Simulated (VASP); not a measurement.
# Sn3Se (I4mm) in VASP: a series of runs, part 2 of 2

VASP 6.6.1. Earlier steps stand in the parts before.

## Step 4: Single point, PBEsol (atom 4 (Se) moved -0.225 Å along Cartesian [1 0 0])

Input file INCAR:

```
  PREC = Accurate
  ENCUT = 520
  EDIFF = 1E-6
  ISMEAR = 0
  SIGMA = 0.15
  LREAL = F
  LASPH = T
  NELM = 100
  ALGO = Normal
  ISIF = 2
  LWAVE = F
  LCHARG = F
  GGA = PS
  NBANDS = 32
```

Input file KPOINTS:

```
regular mesh
0
Gamma
  12 12 12
```

Input file POSCAR:

```
Sn3Se
1.0
    0.0000000000      3.6581854746      3.6581854746
    3.6581854746      0.0000000000      3.6581854746
    3.6581854746      3.6581854746      0.0000000000
Sn Se
3 1
Direct
    0.2500000000      0.2500000000      0.2500000000
    0.7500000000      0.7500000000      0.7500000000
    0.5000000000      0.5000000000      0.5000000000
    0.0307529514     -0.0307529514     -0.0307529514
```

Potentials or basis: VASP PAW PBE potentials, release 64 (Sn_d, Se).

On the command line:

```console
> cat potpaw_PBE.64/Sn_d/POTCAR potpaw_PBE.64/Se/POTCAR > POTCAR
> mpirun -np 1 vasp_std > vasp.out
```

OUTCAR:

```text
PREC = Accurate
   ENCUT = 520
   EDIFF = 1E-6
   ISMEAR = 0
   LREAL = F
   LASPH = T
   NELM = 100
   ISIF = 2
   GGA = PS

 ion  position               nearest neighbor table
   1  0.250  0.250  0.250-   4 3.04   4 3.04   3 3.17   3 3.17   3 3.17   3 3.17   2 3.66   2 3.66
                             2 3.66   2 3.66   2 3.66   2 3.66
   2  0.750  0.750  0.750-   4 3.04   4 3.04   3 3.17   3 3.17   3 3.17   3 3.17   1 3.66   1 3.66
                             1 3.66   1 3.66   1 3.66   1 3.66
   3  0.500  0.500  0.500-   1 3.17   1 3.17   1 3.17   1 3.17   2 3.17   2 3.17   2 3.17   2 3.17
[... 1043 lines left out ...]
  --------------------------------------------------------------------------------------
  -------------------------------------------------------------------------------------
  Total        0.2301637      0.3932565      0.3932565     -0.0000000      0.0000000      0.0000000
  in kB        3.7663458      6.4351599      6.4351599     -0.0000000      0.0000000      0.0000000
  external PRESSURE =       5.5455552 kB  Pullay stress =       0.0000000 kB

 VOLUME and BASIS-vectors are now :
 -----------------------------------------------------------------------------
  energy-cutoff  :      520.00
  volume of cell :       97.91
      direct lattice vectors                 reciprocal lattice vectors
     0.000000000  3.658185475  3.658185475    -0.136679784  0.136679784  0.136679784
     3.658185475  0.000000000  3.658185475     0.136679784 -0.136679784  0.136679784
     3.658185475  3.658185475  0.000000000     0.136679784  0.136679784 -0.136679784

 POSITION                                       TOTAL-FORCE (eV/Angst)
 -----------------------------------------------------------------------------------
      1.82909      1.82909      1.82909         0.016634      0.000000      0.000000
      5.48728      5.48728      5.48728         0.016634      0.000000      0.000000
      3.65819      3.65819      3.65819        -0.285743      0.000000      0.000000
      7.09137      3.65819      3.65819         0.252475      0.000000      0.000000
 -----------------------------------------------------------------------------------
    total drift:                               -0.000148      0.000000      0.000000

  FREE ENERGIE OF THE ION-ELECTRON SYSTEM (eV)
  ---------------------------------------------------
  free  energy   TOTEN  =       -16.6657143429 eV

  energy  without entropy=      -16.6378966362  energy(sigma->0) =      -16.65180549
```

OSZICAR:

```text
N       E                     dE             d eps       ncg     rms          rms(c)
DAV:   1     0.449725366896E+03    0.44973E+03   -0.23681E+04 10784   0.226E+03
DAV:   2     0.424349039118E+02   -0.40729E+03   -0.39451E+03 10440   0.557E+02
DAV:   3    -0.142665006637E+02   -0.56701E+02   -0.54980E+02 12768   0.175E+02
DAV:   4    -0.167609216227E+02   -0.24944E+01   -0.24862E+01 11408   0.394E+01
DAV:   5    -0.168368185242E+02   -0.75897E-01   -0.75892E-01 14392   0.718E+00    0.388E+00
DAV:   6    -0.166778314840E+02    0.15899E+00   -0.26094E-01 14344   0.687E+00    0.231E+00
DAV:   7    -0.166693069539E+02    0.85245E-02   -0.10899E-01 12336   0.258E+00    0.106E+00
DAV:   8    -0.166661004461E+02    0.32065E-02   -0.12248E-02 12272   0.717E-01    0.200E-01
DAV:   9    -0.166657304722E+02    0.36997E-03   -0.12058E-03 13024   0.248E-01    0.543E-02
DAV:  10    -0.166657150990E+02    0.15373E-04   -0.26627E-04 12144   0.204E-01    0.191E-02
DAV:  11    -0.166657147995E+02    0.29952E-06   -0.33430E-05 13472   0.832E-02    0.805E-03
DAV:  12    -0.166657143429E+02    0.45660E-06   -0.40105E-06  9880   0.173E-02
   1 F= -.16665714E+02 E0= -.16651805E+02  d E =-.278177E-01
```

Run time: 3.1 min. Hardware: 1 thread of Intel Xeon 6975P-C (Granite Rapids), shared host; peak memory 0.54 GiB.

What came out:

- Free energy: -16.6657 eV
- Pressure: 0.6 GPa
- Largest force: 0.286 eV/Å
- Band gap on the k mesh: zero (bands 24 and 25 overlap by 2.25 eV)

Forces on the atoms (eV/Å):
```
Sn   0.017  0.000  0.000
Sn   0.017  0.000  0.000
Sn  -0.286  0.000  0.000
Se   0.252  0.000  0.000
```

Caveat: the cell differs from its parent crystal (atom 4 (Se) moved -0.225 Å along Cartesian [1 0 0]); the PAW data sets were made with another functional, which shifts forces and pressure a little; spin-orbit coupling is left out, which moves the levels of the heavy elements.

## Step 5: The runs side by side

| cell | gap on the mesh (eV) | pressure (GPa) | largest force (eV/Å) |
| --- | --- | --- | --- |
| as given, atomic positions A | none | 1.9 | 0.56 |
| as given, atomic positions B | none | 1.1 | 0.43 |
| as given, atomic positions C | none | 0.6 | 0.29 |

Alike in all rows: task single point; level PBEsol; potentials or basis VASP PAW PBE potentials, release 64 (Sn_d, Se); no spin polarisation; k mesh 12 × 12 × 12; cutoff (eV) 520; smearing gaussian 0.15 eV.

Caveats: the PAW data sets were made with another functional, which shifts forces and pressure a little; spin-orbit coupling is left out, which moves the levels of the heavy elements.

Total energies depend on the potentials used, so only differences within one code and one set of settings carry meaning.
